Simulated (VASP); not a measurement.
# Tl2CdGe4N (P1) in VASP: single point with PBE

Aim: the single point of Tl2CdGe4N with PBE.

Everything below comes from runs of VASP 6.6.1. Logs are shortened: lines on timing, memory, paths and dates and some standing lists are left out, and cuts for length are marked.

## (1) The cell of the first run

The typed cell holds 8 atoms: a = 6.229 Å, b = 6.043 Å, c = 6.015 Å, α = 101.51°, β = 107.86°, γ = 118.85°.

## (2) Single point, PBE

File INCAR:

```
SYSTEM = Tl2CdGe4N
  ALGO = Normal
  EDIFF = 1E-7
  ENCUT = 520
  GGA = PE
  ISIF = 2
  ISMEAR = -1
  LASPH = .TRUE.
  LCHARG = .FALSE.
  LREAL = .FALSE.
  LWAVE = .FALSE.
  NBANDS = 60
  NELM = 100
  PREC = Accurate
  SIGMA = 0.1
```

File KPOINTS:

```
k-points
0
G
  3 3 3
  0 0 0
```

File POSCAR:

```
Tl2CdGe4N
1.0
   -3.8510970000      3.6941510000      3.2136080000
    3.8256840000     -3.5641320000      3.0295160000
    3.8027400000      3.5157750000     -3.0596160000
Tl Cd N Ge
2 1 1 4
Direct
    0.5051066688      0.0000962123      0.5052082706
    0.0043496650      0.4947272311      0.4973850249
    0.5073725712      0.4988516701      0.0142310897
    0.0065852276      0.0101566920      0.0035443013
    0.9426361740      0.9590549541      0.3505830398
    0.0520539141      0.4055538211      0.0028316182
    0.6195975025      0.6216337209      0.6449880620
    0.4070171462      0.0470116208      0.9996378677
```

Potentials or basis: VASP PAW PBE potentials, release 64 (Tl_d, Cd, N, Ge_d).

On the command line:

```sh
> cat potpaw_PBE.64/Tl_d/POTCAR potpaw_PBE.64/Cd/POTCAR potpaw_PBE.64/N/POTCAR potpaw_PBE.64/Ge_d/POTCAR > POTCAR
> mpirun -np 1 vasp_std > vasp.out
```

OUTCAR:

```text
SYSTEM = Tl2CdGe4N
   EDIFF = 1E-7
   ENCUT = 520
   GGA = PE
   ISIF = 2
   ISMEAR = -1
   LASPH = .TRUE.
   LREAL = .FALSE.
   NELM = 100
   PREC = Accurate

 ion  position               nearest neighbor table
   1  0.505  0.000  0.505-   7 2.90   8 3.01   6 3.06   2 3.12   2 3.13   8 3.20   5 3.21   5 3.24
                             6 3.26   7 3.33   3 3.79   3 3.84
   2  0.004  0.495  0.497-   5 2.98   6 3.05   1 3.12   1 3.13   8 3.13   6 3.14   7 3.15   8 3.22
                             5 3.26   7 3.30   3 3.55   3 3.66
   3  0.507  0.499  0.014-   8 2.47   5 2.51   6 2.59   7 2.66   2 3.55   2 3.66   1 3.79   1 3.84

   4  0.007  0.010  0.004-   6 2.27   5 2.29   7 2.30
   5  0.943  0.959  0.351-   4 2.29   3 2.51   2 2.98   1 3.21   1 3.24   2 3.26
   6  0.052  0.406  0.003-   4 2.27   3 2.59   2 3.05   1 3.06   2 3.14   1 3.26
   7  0.620  0.622  0.645-   4 2.30   3 2.66   1 2.90   2 3.15   2 3.30   1 3.33
   8  0.407  0.047  1.000-   3 2.47   1 3.01   2 3.13   1 3.20   2 3.22

  LATTYP: Found a triclinic cell.
 ALAT       =     9.8977966323
 B/A-ratio  =     1.1025122265
 C/A-ratio  =     1.2496088861
 COS(alpha) =     0.0047148754
 COS(beta)  =     0.5462687092
 COS(gamma) =     0.8302679060

  Lattice vectors:

 A1 = (  -7.6538370000,   0.1783760000,   6.2732240000)
 A2 = (  -3.8765100000,   3.8241700000,   9.4567320000)
 A3 = ( -11.4057510000,  -3.5974370000,  -3.1534080000)

Analysis of symmetry for initial positions (statically):
=====================================================================
 Subroutine PRICEL returns:
 Original cell was already a primitive cell.

 Routine SETGRP: Setting up the symmetry group for a
 triclinic supercell.

 Subroutine GETGRP returns: Found  1 space group operations
 (whereof  1 operations were pure point group operations)
 out of a pool of  2 trial point group operations.

The static configuration has the point symmetry C_1 .

Analysis of symmetry for dynamics (positions and initial velocities):
=====================================================================
 Subroutine PRICEL returns:
 Original cell was already a primitive cell.

 Routine SETGRP: Setting up the symmetry group for a
 triclinic supercell.

 Subroutine GETGRP returns: Found  1 space group operations
 (whereof  1 operations were pure point group operations)
 out of a pool of  2 trial point group operations.

The dynamic configuration has the point symmetry C_1 .

[... 103 lines left out ...]
   IBRION =     -1    ionic relax: 0-MD 1-quasi-New 2-CG
   NFREE  =      0    steps in history (QN), initial steepest desc. (CG)
   ISIF   =      2    stress and relaxation
   ISYM   =      2    0-nonsym 1-usesym 2-fastsym
   POTIM  = 0.5000    time-step for ionic-motion
   TEBEG  =    0.0;   TEEND  =   0.0 temperature during run
   PSTRESS=    0.0 pullay stress
   NELECT =      99.0000    total number of electrons
   NUPDOWN=      -1.0000    fix difference up-down
   EMIN   =  10.00;   EMAX   =-10.00  energy-range for DOS
   EFERMI =   0.00;   METHOD = LEGACY
   ISMEAR =    -1;   SIGMA  =   0.10  broadening in eV -4-tet -1-fermi 0-gaus
   EFERMI_NEDOS =   21; number of points for ismear=-14 and -15
   IALGO  =     38    algorithm
   IMIX   =      4    mixing-type and parameters
     AMIX     =   0.40;   BMIX     =  1.00
     AMIX_MAG =   1.60;   BMIX_MAG =  1.00
  volume/ion in A,a.u.               =      21.45       144.75
  Fermi-wavevector in a.u.,A,eV,Ry     =   1.362846  2.575405 25.270768  1.857349
  Thomas-Fermi vector in A             =   2.489300
   LORBIT       =      0    0 simple, 1 ext, 2 COOP (PROOUT), +10 PAW based schemes
   GGA     = PE    functional components
   LHFCALC =     F    Hartree Fock is set to
   AEXX    =    0.0000 exact exchange contribution
   IVDW    =     0    specifies the selected vdW correction
   LEPSILON=     F    determine dielectric tensor
   LRPA    =     F    only Hartree local field effects (RPA)
 non-spin polarized calculation
  energy-cutoff  :      520.00
  volume of cell :      171.60
 maximum number of plane-waves:      4637
 NGX is ok and might be reduce to    48
   NGX = 23   NGY = 23   NGZ = 23

 number of electron      99.0000007 magnetization

 Free energy of the ion-electron system (eV)
  ---------------------------------------------------
  ext. energy  EPLUGINS =         0.00000000
  ---------------------------------------------------
  free energy    TOTEN  =       -26.61403544 eV

  energy without entropy =      -26.49158322  energy(sigma->0) =      -26.55280933

 E-fermi :   5.2370     XC(G=0): -10.5549

 val. band max:        5.1877647310   @ k =   0.0000   0.0000   0.0000
 cond. band min:       5.3216672000   @ k =   0.3333  -0.3333   0.3333
 fundamental gap:      0.1339024690
 Fermi energy:         5.2369856217

 k-point     1 :       0.0000    0.0000    0.0000
  band No.  band energies     occupation
      1     -19.3872      2.00000
      2     -19.3810      2.00000
      3     -19.3791      2.00000
      4     -19.3780      2.00000
      5     -19.3743      2.00000
      6     -19.3728      2.00000
[... 871 lines left out ...]
     59       9.4218      0.00000
     60       9.6376      0.00000

------------------------ aborting loop because EDIFF is reached ----------------------------------------

  FORCE on cell =-STRESS in cart. coord.  units (eV):
  Direction    XX          YY          ZZ          XY          YZ          ZX
  --------------------------------------------------------------------------------------
  -------------------------------------------------------------------------------------
  Total        0.1762052      1.0873589      5.1626527     -0.6605962     -0.2387585      1.6266617
  in kB        1.6451668     10.1522915     48.2018929     -6.1677571     -2.2292055     15.1875746
  external PRESSURE =      19.9997838 kB  Pullay stress =       0.0000000 kB

 VOLUME and BASIS-vectors are now :
 -----------------------------------------------------------------------------
  energy-cutoff  :      520.00
  volume of cell :      171.60
      direct lattice vectors                 reciprocal lattice vectors
    -3.851097000  3.694151000  3.213608000     0.001478890  0.135346575  0.157363518
     3.825684000 -3.564132000  3.029516000     0.131706852 -0.002550324  0.160765453
     3.802740000  3.515775000 -3.059616000     0.131964465  0.139633402 -0.002370829

 POSITION                                       TOTAL-FORCE (eV/Angst)
 -----------------------------------------------------------------------------------
     -0.02367      3.64180      0.07776         0.192914     -0.374096      0.026995
      3.76735      0.00149     -0.00904         0.192910     -0.004568      0.060110
      0.00862      0.14637      3.09823         0.004477     -0.647230      0.366938
      0.02697      0.00059      0.04109         0.151638     -0.188084     -0.085946
      1.37203      1.29661      4.86209        -0.282485      0.012592      1.966050
      1.36182     -1.24320      1.38725        -0.307216      0.344212     -1.547319
      2.44477      2.34094      1.90098         0.330433      0.771462      1.271984
      2.41375      4.85053     -1.60809        -0.282671      0.085711     -2.058811
 -----------------------------------------------------------------------------------
    total drift:                                0.000670      0.000585     -0.000322

  FREE ENERGIE OF THE ION-ELECTRON SYSTEM (eV)
  ---------------------------------------------------
  free  energy   TOTEN  =       -26.6140354404 eV

  energy  without entropy=      -26.4915832225  energy(sigma->0) =      -26.55280933
```

Wall time 2.9 min (1 thread of AMD EPYC 7R13 (Zen 3), shared host); peak memory 0.37 GiB.

What came out:

```
Free energy            : -26.6140 eV
Pressure               : 2.0 GPa
Largest force          : 2.080 eV/Å
Band gap on the k mesh : zero (an odd number of electrons rules out a gap without spin polarisation)
```

Forces on the atoms (eV/Å):
```
Tl   0.193 -0.374  0.027
Tl   0.193 -0.005  0.060
Cd   0.004 -0.647  0.367
N    0.152 -0.188 -0.086
Ge  -0.282  0.013  1.966
Ge  -0.307  0.344 -1.547
Ge   0.330  0.771  1.272
Ge  -0.283  0.086 -2.059
```

Caveat: the k points lie up to 0.44 Å⁻¹ apart, too coarse for converged energies and pressures of a metal; spin-orbit coupling is left out, which moves the levels of the heavy elements; forces of over 1 eV/Å act on the atoms, so gaps and moduli don't describe the material at rest.
